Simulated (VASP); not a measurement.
# TiC (CsCl type) (Pm-3m) in VASP: further runs, part 2 of 2

VASP 6.6.1. The steps go on from the part before.

## 5. Relaxation of cell and atoms, PBE, target pressure 21 GPa, at which the enthalpy is minimised

File INCAR:

```
SYSTEM = TiC
PREC = Accurate
ENCUT = 600
EDIFF = 1E-6
ISMEAR = -1
SIGMA = 0.08
LREAL = .FALSE.
LASPH = .TRUE.
NELM = 60
ALGO = Normal
ISIF = 3
LWAVE = .FALSE.
LCHARG = .FALSE.
GGA = PE
IBRION = 2
NSW = 32
EDIFFG = -0.005
PSTRESS = 210.0
```

File KPOINTS:

```
Automatic mesh
0
G
  14 14 14
  0 0 0
```

File POSCAR:

```
TiC
1.0
    2.6385000112      0.0000000000      0.0000000000
    0.0000000000      2.6385000112      0.0000000000
    0.0000000000      0.0000000000      2.6385000112
Ti C
1 1
Direct
    0.0000000000      0.0000000000      0.0000000000
    0.5000000000      0.5000000000      0.5000000000
```

Potentials or basis: VASP PAW PBE potentials, release 64 (Ti_sv, C).

Launch:

```sh
$ cat potpaw_PBE.64/Ti_sv/POTCAR potpaw_PBE.64/C/POTCAR > POTCAR
$ mpirun -np 1 vasp_std > vasp.out
```

OUTCAR:

```text
SYSTEM = TiC
   PREC = Accurate
   ENCUT = 600
   EDIFF = 1E-6
   ISMEAR = -1
   LREAL = .FALSE.
   LASPH = .TRUE.
   NELM = 60
   ISIF = 3
   GGA = PE
   IBRION = 2
   NSW = 32
   EDIFFG = -0.005
   PSTRESS = 210.0

 ion  position               nearest neighbor table
   1  0.000  0.000  0.000-   2 2.29   2 2.29   2 2.29   2 2.29   2 2.29   2 2.29   2 2.29   2 2.29

   2  0.500  0.500  0.500-   1 2.29   1 2.29   1 2.29   1 2.29   1 2.29   1 2.29   1 2.29   1 2.29

  LATTYP: Found a simple cubic cell.
 ALAT       =     2.6385000112

  Lattice vectors:

 A1 = (   2.6385000112,   0.0000000000,   0.0000000000)
 A2 = (   0.0000000000,   2.6385000112,   0.0000000000)
 A3 = (   0.0000000000,   0.0000000000,   2.6385000112)

Analysis of symmetry for initial positions (statically):
=====================================================================
 Subroutine PRICEL returns:
 Original cell was already a primitive cell.

 Routine SETGRP: Setting up the symmetry group for a
 simple cubic supercell.

 Subroutine GETGRP returns: Found 48 space group operations
 (whereof 48 operations were pure point group operations)
 out of a pool of 48 trial point group operations.

The static configuration has the point symmetry O_h .

Analysis of symmetry for dynamics (positions and initial velocities):
=====================================================================
 Subroutine PRICEL returns:
 Original cell was already a primitive cell.

 Routine SETGRP: Setting up the symmetry group for a
 simple cubic supercell.

 Subroutine GETGRP returns: Found 48 space group operations
 (whereof 48 operations were pure point group operations)
 out of a pool of 48 trial point group operations.

The dynamic configuration has the point symmetry O_h .

[... 172 lines left out ...]
 -----------------------------------------------------------------------------------
    total drift:                                0.000000      0.000000      0.000000

  FREE ENERGIE OF THE ION-ELECTRON SYSTEM (eV)
  ---------------------------------------------------
  free  energy   TOTEN  =       -16.2950611560 eV

  energy  without entropy=      -16.2419649946  energy(sigma->0) =      -16.26851308

  enthalpy is  TOTEN    =       -13.8874851116 eV   P V=        2.4075760444

--------------------------------------- Ionic step        2  -------------------------------------------

 number of electron      15.9999996 magnetization

 Free energy of the ion-electron system (eV)
  ---------------------------------------------------
  ext. energy  EPLUGINS =         0.00000000
  ---------------------------------------------------
  free energy    TOTEN  =       -16.29685188 eV

  energy without entropy =      -16.24372355  energy(sigma->0) =      -16.27028771

 E-fermi :  11.0774     XC(G=0): -13.3117

 val. band max:       11.0725295118   @ k =   0.2143   0.2143   0.0000
 cond. band min:      11.0777192487   @ k =   0.3571   0.1429   0.1429
 fundamental gap:      0.0051897369
 Fermi energy:        11.0774194289

 k-point     1 :       0.0000    0.0000    0.0000
  band No.  band energies     occupation
      1     -45.5178      2.00000
      2     -21.3251      2.00000
      3     -21.3251      2.00000
      4     -21.3251      2.00000
      5      -2.3986      2.00000
      6       9.2884      2.00000
      7       9.2884      2.00000
      8      12.6827      0.00000
      9      12.6827      0.00000
     10      12.6827      0.00000
     11      14.6969      0.00000
     12      14.6969      0.00000
[... 331 lines left out ...]
 k-point    24 :       0.3571    0.2143    0.0000
  band No.  band energies     occupation
      1     -45.3609      2.00000
      2     -22.0514      2.00000
      3     -21.6040      2.00000
      4     -21.2151      2.00000
      5       0.2599      2.00000
      6       6.2841      2.00000
      7       8.7876      2.00000
      8      10.8731      1.85565
      9      11.0227      1.32898
     10      13.9495      0.00000
     11      14.9677      0.00000
     12      16.5130      0.00000

 [... further k-points ...]
[... 5 lines left out ...]
  --------------------------------------------------------------------------------------
  -------------------------------------------------------------------------------------
  Total        2.4067880      2.4067880      2.4067880      0.0000000      0.0000000     -0.0000000
  in kB      209.7753975    209.7753975    209.7753975      0.0000000      0.0000000     -0.0000000
  external PRESSURE =      -0.2246025 kB  Pullay stress =     210.0000000 kB

 VOLUME and BASIS-vectors are now :
 -----------------------------------------------------------------------------
  energy-cutoff  :      600.00
  volume of cell :       18.38
      direct lattice vectors                 reciprocal lattice vectors
     2.639153326 -0.000000000 -0.000000000     0.378909399 -0.000000000  0.000000000
     0.000000000  2.639153326  0.000000000     0.000000000  0.378909399 -0.000000000
    -0.000000000  0.000000000  2.639153326     0.000000000 -0.000000000  0.378909399

 POSITION                                       TOTAL-FORCE (eV/Angst)
 -----------------------------------------------------------------------------------
      0.00000      0.00000      0.00000        -0.000000      0.000000      0.000000
      1.31958      1.31958      1.31958         0.000000     -0.000000      0.000000
 -----------------------------------------------------------------------------------
    total drift:                                0.000000      0.000000      0.000000

  FREE ENERGIE OF THE ION-ELECTRON SYSTEM (eV)
  ---------------------------------------------------
  free  energy   TOTEN  =       -16.2968518801 eV

  energy  without entropy=      -16.2437235487  energy(sigma->0) =      -16.27028771

  enthalpy is  TOTEN    =       -13.8874869837 eV   P V=        2.4093648964

 reached required accuracy - stopping structural energy minimisation
```

It took 28 s on 1 thread of Intel Xeon Platinum 8488C (Sapphire Rapids), shared host; peak memory 0.16 GiB.

Results:

```
Free energy                                            : -16.2969 eV
Relaxed volume                                         : 9.19 Å³/atom
Relaxed cell                                           : a = 2.639 Å, b = 2.639 Å, c = 2.639 Å, α = 90.00°, β = 90.00°, γ = 90.00°
Space group after relaxing (to 0.05 Å)                 : Pm-3m (No. 221)
Energy change on relaxing (the enthalpy is what falls) : -0.9 meV/atom
Ionic steps                                            : 2
Pressure after relaxing                                : 21.0 GPa
Band gap on the k mesh                                 : zero (band 8 reaches 12.68 eV, above the bottom of band 9 at 10.24 eV)
```

The path:
```tsv
step	energy change (eV)	largest force (eV/Å)	pressure (GPa)	volume (Å³)
1	0.0000	0.0000	21.09	18.37
2	-0.0018	0.0000	20.98	18.38
```

Final structure:
```xyz
2
Lattice="2.6392 0.0000 0.0000 0.0000 2.6392 0.0000 0.0000 0.0000 2.6392" Properties=species:S:1:pos:R:3 pbc="T T T"
Ti    0.0000    0.0000    0.0000
C     1.3196    1.3196    1.3196
```

Caveat: the cell is relaxed towards a set pressure, so the enthalpy falls and the energy may rise.

## 6. Summary

```tsv
task	cell	cutoff (eV)	gap on the mesh (eV)	pressure (GPa)
single point	a = 2.639 Å, 2 atoms	520	none	21.2
relaxation of cell and atoms	relaxed to 21 GPa from a = 2.609 Å, 2 atoms	600	none	21.1
relaxation of cell and atoms	relaxed to 21 GPa from a = 2.639 Å, 2 atoms	600	none	21.0
```

Alike in all rows: level PBE; potentials or basis VASP PAW PBE potentials, release 64 (Ti_sv, C); no spin polarisation; k mesh 14 × 14 × 14; smearing fermi-dirac 0.08 eV.

Caveats: the cell is relaxed towards a set pressure, so the enthalpy falls and the energy may rise (some runs).

Absolute energies hang on the potentials; compare differences alone.
